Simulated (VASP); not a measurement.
# MgO (Fm-3m) in VASP: single point with PBE

Aim: the single point of MgO with PBE.

Program: VASP 6.6.1. These are calculated values, not measurements. Logs are shortened: lines on timing, memory, paths and dates and some standing lists are left out, and cuts for length are marked.

### Step 1. The cell of the first run

Symmetry: Fm-3m, No. 225, cubic system. Conventional cell: a = 4.217 Å, b = 4.217 Å, c = 4.217 Å, α = 90.00°, β = 90.00°, γ = 90.00°. Within 2.8 Å of Mg (site symmetry m-3m) lie 6 O at 2.11 Å. Within 2.8 Å of O (site symmetry m-3m) lie 6 Mg at 2.11 Å.

### Step 2. Single point, PBE

INCAR

```
SYSTEM = MgO
PREC = Accurate
ENCUT = 840
EDIFF = 1E-6
ISMEAR = 0
SIGMA = 0.02
LREAL = .False.
LASPH = .True.
NELM = 120
ALGO = Normal
ISIF = 2
LWAVE = .False.
LCHARG = .False.
GGA = PE
NBANDS = 15
GGA_COMPAT = .False.
```

KPOINTS

```
regular mesh
0
Gamma
  8 8 8
  0 0 0
```

POSCAR

```
MgO
1.0
    0.0000000000      2.1085000000      2.1085000000
    2.1085000000      0.0000000000      2.1085000000
    2.1085000000      2.1085000000      0.0000000000
Mg O
1 1
Direct
    0.0000000000      0.0000000000      0.0000000000
    0.5000000000      0.5000000000      0.5000000000
```

Potentials or basis: VASP PAW PBE potentials, release 64 (Mg_sv, O).

Run with:

```sh
cat potpaw_PBE.64/Mg_sv/POTCAR potpaw_PBE.64/O/POTCAR > POTCAR
mpirun -np 1 vasp_std > vasp.out
```

OUTCAR:

```text
SYSTEM = MgO
   PREC = Accurate
   ENCUT = 840
   EDIFF = 1E-6
   ISMEAR = 0
   LREAL = .False.
   LASPH = .True.
   NELM = 120
   ISIF = 2
   GGA = PE

 ion  position               nearest neighbor table
   1  0.000  0.000  0.000-   2 2.11   2 2.11   2 2.11   2 2.11   2 2.11   2 2.11
   2  0.500  0.500  0.500-   1 2.11   1 2.11   1 2.11   1 2.11   1 2.11   1 2.11

  LATTYP: Found a face centered cubic cell.
 ALAT       =     4.2170000000

  Lattice vectors:

 A1 = (   0.0000000000,   2.1085000000,   2.1085000000)
 A2 = (   2.1085000000,   0.0000000000,   2.1085000000)
 A3 = (   2.1085000000,   2.1085000000,   0.0000000000)

Analysis of symmetry for initial positions (statically):
=====================================================================
 Subroutine PRICEL returns:
 Original cell was already a primitive cell.

 Routine SETGRP: Setting up the symmetry group for a
 face centered cubic supercell.

 Subroutine GETGRP returns: Found 48 space group operations
 (whereof 48 operations were pure point group operations)
 out of a pool of 48 trial point group operations.

The static configuration has the point symmetry O_h .

Analysis of symmetry for dynamics (positions and initial velocities):
=====================================================================
 Subroutine PRICEL returns:
 Original cell was already a primitive cell.

 Routine SETGRP: Setting up the symmetry group for a
 face centered cubic supercell.

 Subroutine GETGRP returns: Found 48 space group operations
 (whereof 48 operations were pure point group operations)
 out of a pool of 48 trial point group operations.

The dynamic configuration has the point symmetry O_h .

 Subroutine INISYM returns: Found 48 space group operations
 (whereof 48 operations are pure point group operations),
 and found     1 'primitive' translations

----------------------------------------------------------------------------------------

                                     Primitive cell

  volume of cell :      18.7478

  direct lattice vectors                    reciprocal lattice vectors
     0.000000000  2.108500000  2.108500000    -0.237135404  0.237135404  0.237135404
     2.108500000  0.000000000  2.108500000     0.237135404 -0.237135404  0.237135404
     2.108500000  2.108500000  0.000000000     0.237135404  0.237135404 -0.237135404

  length of vectors
     2.981869296  2.981869296  2.981869296     0.410730569  0.410730569  0.410730569

  position of ions in fractional coordinates (direct lattice)
     0.000000000  0.000000000  0.000000000
     0.500000000  0.500000000  0.500000000

  ion indices of the primitive-cell ions
   primitive index   ion index
                 1           1
                 2           2

----------------------------------------------------------------------------------------
[... 87 lines left out ...]
   IALGO  =     38    algorithm
   IMIX   =      4    mixing-type and parameters
     AMIX     =   0.40;   BMIX     =  1.00
     AMIX_MAG =   1.60;   BMIX_MAG =  1.00
  volume/ion in A,a.u.               =       9.37        63.26
  Fermi-wavevector in a.u.,A,eV,Ry     =   1.552856  2.934473 32.808574  2.411362
  Thomas-Fermi vector in A             =   2.657171
   LORBIT       =      0    0 simple, 1 ext, 2 COOP (PROOUT), +10 PAW based schemes
   GGA     = PE    functional components
   LHFCALC =     F    Hartree Fock is set to
   AEXX    =    0.0000 exact exchange contribution
   IVDW    =     0    specifies the selected vdW correction
   LEPSILON=     F    determine dielectric tensor
   LRPA    =     F    only Hartree local field effects (RPA)
 non-spin polarized calculation
 Gauss-broadening in eV      SIGMA  =   0.02
  energy-cutoff  :      840.00
  volume of cell :       18.75
 maximum number of plane-waves:      1056
   NGX = 15   NGY = 15   NGZ = 15

 number of electron      15.9999995 magnetization

 Free energy of the ion-electron system (eV)
  ---------------------------------------------------
  ext. energy  EPLUGINS =         0.00000000
  ---------------------------------------------------
  free energy    TOTEN  =       -11.87678993 eV

  energy without entropy =      -11.87678993  energy(sigma->0) =      -11.87678993

 E-fermi :   3.1240     XC(G=0): -11.3734

 val. band max:        2.8901800961   @ k =   0.0000   0.0000   0.0000
 cond. band min:       7.5959267225   @ k =   0.0000   0.0000   0.0000
 fundamental gap:      4.7057466265
 Fermi energy:         3.1240327208

 k-point     1 :       0.0000    0.0000    0.0000
  band No.  band energies     occupation
      1     -69.3901      2.00000
      2     -36.1152      2.00000
      3     -36.1152      2.00000
      4     -36.1152      2.00000
      5     -14.3404      2.00000
      6       2.8902      2.00000
      7       2.8902      2.00000
      8       2.8902      2.00000
      9       7.5959      0.00000
     10      18.6762      0.00000
     11      18.6762      0.00000
     12      18.6762      0.00000
     13      22.5799      0.00000
     14      24.3569      0.00000
[... 401 lines left out ...]
      2     -36.1870      2.00000
      3     -36.1449      2.00000
      4     -36.1311      2.00000
      5     -12.9006      2.00000
      6      -1.0837      2.00000
      7       0.9730      2.00000
      8       1.9095      2.00000
      9      12.5442      0.00000
     10      15.0640      0.00000
     11      16.3746      0.00000
     12      19.7668      0.00000
     13      23.3852      0.00000
     14      24.9373      0.00000
     15      29.0277      0.00000

 [... further k-points ...]

------------------------ aborting loop because EDIFF is reached ----------------------------------------

  FORCE on cell =-STRESS in cart. coord.  units (eV):
  Direction    XX          YY          ZZ          XY          YZ          ZX
  --------------------------------------------------------------------------------------
  -------------------------------------------------------------------------------------
  Total        0.4898673      0.4898673      0.4898673     -0.0000000      0.0000000      0.0000000
  in kB       41.8637569     41.8637569     41.8637569     -0.0000000      0.0000000      0.0000000
  external PRESSURE =      41.8637569 kB  Pullay stress =       0.0000000 kB

 VOLUME and BASIS-vectors are now :
 -----------------------------------------------------------------------------
  energy-cutoff  :      840.00
  volume of cell :       18.75
      direct lattice vectors                 reciprocal lattice vectors
     0.000000000  2.108500000  2.108500000    -0.237135404  0.237135404  0.237135404
     2.108500000  0.000000000  2.108500000     0.237135404 -0.237135404  0.237135404
     2.108500000  2.108500000  0.000000000     0.237135404  0.237135404 -0.237135404

 POSITION                                       TOTAL-FORCE (eV/Angst)
 -----------------------------------------------------------------------------------
      0.00000      0.00000      0.00000        -0.000000      0.000000     -0.000000
      2.10850      2.10850      2.10850         0.000000     -0.000000      0.000000
 -----------------------------------------------------------------------------------
    total drift:                                0.000000      0.000000      0.000000

  FREE ENERGIE OF THE ION-ELECTRON SYSTEM (eV)
  ---------------------------------------------------
  free  energy   TOTEN  =       -11.8767899335 eV

  energy  without entropy=      -11.8767899335  energy(sigma->0) =      -11.87678993
```

Run time: 9.1 s. Hardware: 1 thread of Intel Xeon Platinum 8375C at 2.90GHz (Ice Lake), shared host; peak memory 0.16 GiB.

Results:

```yaml
Free_energy: -11.8768 eV
Pressure: 4.2 GPa
Band_gap_on_the_k_mesh: 4.71 eV
```

Levels at points of the mesh, in eV from the valence-band top:
```tsv
k point	band 4	band 5	band 6	band 7	band 8	band 9	band 10	band 11	band 12	band 13
(0.00, 0.00, 0.00)	-39.01	-17.23	0.00	0.00	0.00	4.71	15.79	15.79	15.79	19.69
(0.50, 0.00, 0.00)	-39.01	-15.93	-4.59	-0.65	-0.65	7.88	12.58	16.30	16.30	20.90
(0.50, 0.50, 0.00)	-39.03	-15.71	-4.04	-1.33	-1.33	9.12	9.96	13.07	18.94	18.94
```

Caveat: the cell stands under pressure.
